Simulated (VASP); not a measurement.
# Mo3Ru (Fm-3m) in VASP: a series of runs

The runs below take Mo3Ru through single point, relaxation of cell and atoms, with PBE.

Everything below comes from runs of VASP 6.6.1. Logs are shortened: lines on timing, memory, paths and dates and some standing lists are left out, and cuts for length are marked.

**1. The cell of the first run**

Symmetry: Fm-3m, No. 225, cubic system. Conventional cell: a = 6.267 Å, b = 6.267 Å, c = 6.267 Å, α = 90.00°, β = 90.00°, γ = 90.00°. Within 3.6 Å of Mo (site symmetry -43m) lie 10 Mo at 2.71 to 3.13 Å and 4 Ru at 2.71 Å. Mo (site symmetry m-3m) has 8 Mo at 2.71 Å and 6 Ru at 3.13 Å within 3.6 Å. Within 3.6 Å of Ru (site symmetry m-3m) lie 14 Mo at 2.71 to 3.13 Å.

**2. Single point, PBE**

Input file INCAR:

```
SYSTEM = Mo3Ru
  PREC = Accurate
  ENCUT = 520
  EDIFF = 1E-6
  ISMEAR = 0
  SIGMA = 0.1
  LREAL = .False.
  LASPH = .True.
  NELM = 60
  ALGO = Fast
  ISIF = 2
  LWAVE = .False.
  LCHARG = .False.
  GGA = PE
  NBANDS = 36
```

Input file KPOINTS:

```
regular mesh
0
Gamma
  6 6 6
  0 0 0
```

Input file POSCAR:

```
Mo3Ru
1.0
    0.0000000000      3.1334805666      3.1334805666
    3.1334805666      0.0000000000      3.1334805666
    3.1334805666      3.1334805666      0.0000000000
Mo Ru
3 1
Direct
    0.7500000000      0.7500000000      0.7500000000
    0.5000000000      0.5000000000      0.5000000000
    0.2500000000      0.2500000000      0.2500000000
    0.0000000000      0.0000000000      0.0000000000
```

Potentials or basis: VASP PAW PBE potentials, release 64 (Mo_sv, Ru_pv).

On the command line:

```bash
> cat potpaw_PBE.64/Mo_sv/POTCAR potpaw_PBE.64/Ru_pv/POTCAR > POTCAR
> mpirun -np 1 vasp_std > vasp.out
```

OUTCAR:

```text
SYSTEM = Mo3Ru
   PREC = Accurate
   ENCUT = 520
   EDIFF = 1E-6
   ISMEAR = 0
   LREAL = .False.
   LASPH = .True.
   NELM = 60
   ISIF = 2
   GGA = PE

 ion  position               nearest neighbor table
   1  0.750  0.750  0.750-   2 2.71   4 2.71   2 2.71   2 2.71   2 2.71   4 2.71   4 2.71   4 2.71
                             3 3.13   3 3.13   3 3.13   3 3.13   3 3.13   3 3.13
   2  0.500  0.500  0.500-   1 2.71   3 2.71   3 2.71   3 2.71   3 2.71   1 2.71   1 2.71   1 2.71
                             4 3.13   4 3.13   4 3.13   4 3.13   4 3.13   4 3.13
   3  0.250  0.250  0.250-   2 2.71   4 2.71   4 2.71   4 2.71   4 2.71   2 2.71   2 2.71   2 2.71
                             1 3.13   1 3.13   1 3.13   1 3.13   1 3.13   1 3.13
   4  0.000  0.000  0.000-   1 2.71   3 2.71   1 2.71   1 2.71   1 2.71   3 2.71   3 2.71   3 2.71
                             2 3.13   2 3.13   2 3.13   2 3.13   2 3.13   2 3.13

  LATTYP: Found a face centered cubic cell.
 ALAT       =     6.2669611332

  Lattice vectors:

 A1 = (   0.0000000000,   3.1334805666,   3.1334805666)
 A2 = (   3.1334805666,   0.0000000000,   3.1334805666)
 A3 = (   3.1334805666,   3.1334805666,   0.0000000000)

Analysis of symmetry for initial positions (statically):
=====================================================================
 Subroutine PRICEL returns:
 Original cell was already a primitive cell.

 Routine SETGRP: Setting up the symmetry group for a
 face centered cubic supercell.

 Subroutine GETGRP returns: Found 48 space group operations
 (whereof 48 operations were pure point group operations)
 out of a pool of 48 trial point group operations.

The static configuration has the point symmetry O_h .

Analysis of symmetry for dynamics (positions and initial velocities):
=====================================================================
 Subroutine PRICEL returns:
 Original cell was already a primitive cell.

 Routine SETGRP: Setting up the symmetry group for a
 face centered cubic supercell.

 Subroutine GETGRP returns: Found 48 space group operations
 (whereof 48 operations were pure point group operations)
 out of a pool of 48 trial point group operations.

The dynamic configuration has the point symmetry O_h .

 Subroutine INISYM returns: Found 48 space group operations
 (whereof 48 operations are pure point group operations),
 and found     1 'primitive' translations

----------------------------------------------------------------------------------------

                                     Primitive cell

  volume of cell :      61.5334

  direct lattice vectors                    reciprocal lattice vectors
     0.000000000  3.133480567  3.133480567    -0.159566970  0.159566970  0.159566970
     3.133480567  0.000000000  3.133480567     0.159566970 -0.159566970  0.159566970
     3.133480567  3.133480567  0.000000000     0.159566970  0.159566970 -0.159566970

  length of vectors
     4.431410715  4.431410715  4.431410715     0.276378099  0.276378099  0.276378099

  position of ions in fractional coordinates (direct lattice)
     0.750000000  0.750000000  0.750000000
     0.500000000  0.500000000  0.500000000
     0.250000000  0.250000000  0.250000000
     0.000000000  0.000000000  0.000000000

  ion indices of the primitive-cell ions
   primitive index   ion index
                 1           1
                 2           2
                 3           3
                 4           4

----------------------------------------------------------------------------------------

 KPOINTS: regular mesh

Automatic generation of k-mesh.
 Grid dimensions read from file:
 generate k-points for:    6    6    6

 Generating k-lattice:

  Cartesian coordinates                     Fractional coordinates (reciprocal lattice)
    -0.026594495  0.026594495  0.026594495     0.166666667  0.000000000  0.000000000
     0.026594495 -0.026594495  0.026594495     0.000000000  0.166666667  0.000000000
     0.026594495  0.026594495 -0.026594495     0.000000000  0.000000000  0.166666667

  Length of vectors
     0.046063017  0.046063017  0.046063017

  Shift w.r.t. Gamma in fractional coordinates (k-lattice)
     0.000000000  0.000000000  0.000000000

 Subroutine IBZKPT returns following result:
 ===========================================

 Found     16 irreducible k-points:

 Following reciprocal coordinates:
            Coordinates               Weight
  0.000000  0.000000  0.000000      1.000000
  0.166667  0.000000  0.000000      8.000000
  0.333333  0.000000  0.000000      8.000000
  0.500000  0.000000  0.000000      4.000000
  0.166667  0.166667  0.000000      6.000000
  0.333333  0.166667  0.000000     24.000000
[... 8 lines left out ...]
 -0.333333  0.333333  0.166667     24.000000
 -0.333333  0.500000  0.166667     12.000000
   k-points           NKPTS =     16   k-points in BZ     NKDIM =     16   number of bands    NBANDS=     36
   number of dos      NEDOS =    301   number of ions     NIONS =      4
   total plane-waves  NPLWV =  46656
   dimension x,y,z NGX =    36 NGY =   36 NGZ =   36
   dimension x,y,z NGXF=    72 NGYF=   72 NGZF=   72
   ions per type =               3   1
   NGX,Y,Z   is equivalent  to a cutoff of  13.51, 13.51, 13.51 a.u.
   NGXF,Y,Z  is equivalent  to a cutoff of  27.01, 27.01, 27.01 a.u.
 SYSTEM =  Mo3Ru
   PREC   = accura    normal or accurate (medium, high low for compatibility)
   ISTART =      0    job   : 0-new  1-cont  2-samecut
   ICHARG =      2    charge: 1-file 2-atom 10-const
   ISPIN  =      1    spin polarized calculation?
   LNONCOLLINEAR =      F non collinear calculations
   LSORBIT =      F    spin-orbit coupling
   LASPH  =      T    aspherical Exc in radial PAW
   ENCUT  =  520.0 eV  38.22 Ry    6.18 a.u.   8.24  8.24  8.24*2*pi/ulx,y,z
   NELM   =     60;   NELMIN=  2; NELMDL= -5     # of ELM steps
   EDIFF  = 0.1E-05   stopping-criterion for ELM
   LREAL  =      F    real-space projection
   EDIFFG = 0.1E-04   stopping-criterion for IOM
   NSW    =      0    number of steps for IOM
   IBRION =     -1    ionic relax: 0-MD 1-quasi-New 2-CG
   NFREE  =      0    steps in history (QN), initial steepest desc. (CG)
   ISIF   =      2    stress and relaxation
   ISYM   =      2    0-nonsym 1-usesym 2-fastsym
   POTIM  = 0.5000    time-step for ionic-motion
   TEBEG  =    0.0;   TEEND  =   0.0 temperature during run
   PSTRESS=    0.0 pullay stress
   NELECT =      56.0000    total number of electrons
   NUPDOWN=      -1.0000    fix difference up-down
   EMIN   =  10.00;   EMAX   =-10.00  energy-range for DOS
   EFERMI =   0.00;   METHOD = LEGACY
   ISMEAR =     0;   SIGMA  =   0.10  broadening in eV -4-tet -1-fermi 0-gaus
   EFERMI_NEDOS =   21; number of points for ismear=-14 and -15
   IALGO  =     68    algorithm
   IMIX   =      4    mixing-type and parameters
     AMIX     =   0.40;   BMIX     =  1.00
     AMIX_MAG =   1.60;   BMIX_MAG =  1.00
  volume/ion in A,a.u.               =      15.38       103.81
  Fermi-wavevector in a.u.,A,eV,Ry     =   1.586477  2.998007 34.244638  2.516910
  Thomas-Fermi vector in A             =   2.685782
   LORBIT       =      0    0 simple, 1 ext, 2 COOP (PROOUT), +10 PAW based schemes
   GGA     = PE    functional components
   LHFCALC =     F    Hartree Fock is set to
   AEXX    =    0.0000 exact exchange contribution
   IVDW    =     0    specifies the selected vdW correction
   LEPSILON=     F    determine dielectric tensor
   LRPA    =     F    only Hartree local field effects (RPA)
 non-spin polarized calculation
 RMM-DIIS sequential band-by-band and
 Gauss-broadening in eV      SIGMA  =   0.10
  energy-cutoff  :      520.00
  volume of cell :       61.53
 maximum number of plane-waves:      1676
 NGX is ok and might be reduce to    36
   NGX = 17   NGY = 17   NGZ = 17

 number of electron      55.9999998 magnetization

 Free energy of the ion-electron system (eV)
  ---------------------------------------------------
  ext. energy  EPLUGINS =         0.00000000
  ---------------------------------------------------
  free energy    TOTEN  =       -41.35959840 eV

  energy without entropy =      -41.33483332  energy(sigma->0) =      -41.34721586

 E-fermi :  12.5207     XC(G=0): -13.4543

 val. band max:       12.4957298117   @ k =  -0.3333   0.3333   0.0000
 cond. band min:      12.5328602765   @ k =   0.3333   0.1667   0.0000
 fundamental gap:      0.0371304648
 Fermi energy:        12.5206883075

 k-point     1 :       0.0000    0.0000    0.0000
  band No.  band energies     occupation
      1     -48.8606      2.00000
      2     -48.7246      2.00000
      3     -48.3920      2.00000
      4     -30.6710      2.00000
      5     -30.6710      2.00000
      6     -30.6710      2.00000
[... 28 lines left out ...]
     35      15.7712      0.00000
     36      15.7712      0.00000

 k-point     2 :       0.1667    0.0000    0.0000
  band No.  band energies     occupation
      1     -48.8457      2.00000
      2     -48.7290      2.00000
      3     -48.4034      2.00000
      4     -30.6717      2.00000
      5     -30.6717      2.00000
      6     -30.6704      2.00000
[... 28 lines left out ...]
     35      15.5060      0.00000
     36      15.5060      0.00000

 k-point     3 :       0.3333    0.0000    0.0000
  band No.  band energies     occupation
      1     -48.8095      2.00000
      2     -48.7418      2.00000
      3     -48.4285      2.00000
      4     -30.6730      2.00000
      5     -30.6730      2.00000
      6     -30.6688      2.00000
[... 28 lines left out ...]
     35      15.0110      0.00000
     36      15.0110      0.00000

 k-point     4 :       0.5000    0.0000    0.0000
  band No.  band energies     occupation
      1     -48.7805      2.00000
      2     -48.7577      2.00000
      3     -48.4425      2.00000
      4     -30.6736      2.00000
      5     -30.6736      2.00000
      6     -30.6679      2.00000
[... 28 lines left out ...]
     35      14.7414      0.00000
     36      14.7415      0.00000

 k-point     5 :       0.1667    0.1667    0.0000
  band No.  band energies     occupation
      1     -48.8409      2.00000
      2     -48.7300      2.00000
      3     -48.4075      2.00000
      4     -30.6727      2.00000
      5     -30.6727      2.00000
      6     -30.6687      2.00000
[... 343 lines left out ...]
 k-point    14 :       0.5000    0.3333    0.1667
  band No.  band energies     occupation
      1     -48.7857      2.00000
      2     -48.7466      2.00000
      3     -48.4487      2.00000
      4     -30.6754      2.00000
      5     -30.6738      2.00000
      6     -30.6676      2.00000
[... 28 lines left out ...]
     35      14.8759      0.00000
     36      15.5774      0.00000

 k-point    15 :      -0.3333    0.3333    0.1667
  band No.  band energies     occupation
      1     -48.7640      2.00000
      2     -48.7579      2.00000
      3     -48.4597      2.00000
      4     -30.6760      2.00000
      5     -30.6712      2.00000
      6     -30.6699      2.00000
[... 28 lines left out ...]
     35      15.2576      0.00000
     36      15.3571      0.00000

 k-point    16 :      -0.3333    0.5000    0.1667
  band No.  band energies     occupation
      1     -48.7638      2.00000
      2     -48.7521      2.00000
      3     -48.4658      2.00000
      4     -30.6773      2.00000
      5     -30.6741      2.00000
      6     -30.6668      2.00000
[... 28 lines left out ...]
     35      15.2755      0.00000
     36      15.8578      0.00000

------------------------ aborting loop because EDIFF is reached ----------------------------------------

  FORCE on cell =-STRESS in cart. coord.  units (eV):
  Direction    XX          YY          ZZ          XY          YZ          ZX
  --------------------------------------------------------------------------------------
  -------------------------------------------------------------------------------------
  Total        0.1196027      0.1196027      0.1196027      0.0000000      0.0000000     -0.0000000
  in kB        3.1141567      3.1141567      3.1141567      0.0000000      0.0000000     -0.0000000
  external PRESSURE =       3.1141567 kB  Pullay stress =       0.0000000 kB

 VOLUME and BASIS-vectors are now :
 -----------------------------------------------------------------------------
  energy-cutoff  :      520.00
  volume of cell :       61.53
      direct lattice vectors                 reciprocal lattice vectors
     0.000000000  3.133480567  3.133480567    -0.159566970  0.159566970  0.159566970
     3.133480567  0.000000000  3.133480567     0.159566970 -0.159566970  0.159566970
     3.133480567  3.133480567  0.000000000     0.159566970  0.159566970 -0.159566970

 POSITION                                       TOTAL-FORCE (eV/Angst)
 -----------------------------------------------------------------------------------
      4.70022      4.70022      4.70022        -0.000000     -0.000000     -0.000000
      3.13348      3.13348      3.13348         0.000000     -0.000000      0.000000
      1.56674      1.56674      1.56674         0.000000      0.000000     -0.000000
      0.00000      0.00000      0.00000         0.000000      0.000000      0.000000
 -----------------------------------------------------------------------------------
    total drift:                                0.000000      0.000000      0.000000

  FREE ENERGIE OF THE ION-ELECTRON SYSTEM (eV)
  ---------------------------------------------------
  free  energy   TOTEN  =       -41.3595983964 eV

  energy  without entropy=      -41.3348333187  energy(sigma->0) =      -41.34721586
```

Wall time 22 s (1 thread of Intel Xeon 6975P-C (Granite Rapids), shared host); peak memory 0.21 GiB.

What came out:

| Quantity | Value |
| --- | --- |
| Free energy | -41.3596 eV |
| Pressure | 0.3 GPa |
| Band gap on the k mesh | zero (bands 28 and 29 overlap by 0.86 eV) |

(Continued in part 2 of 2.)
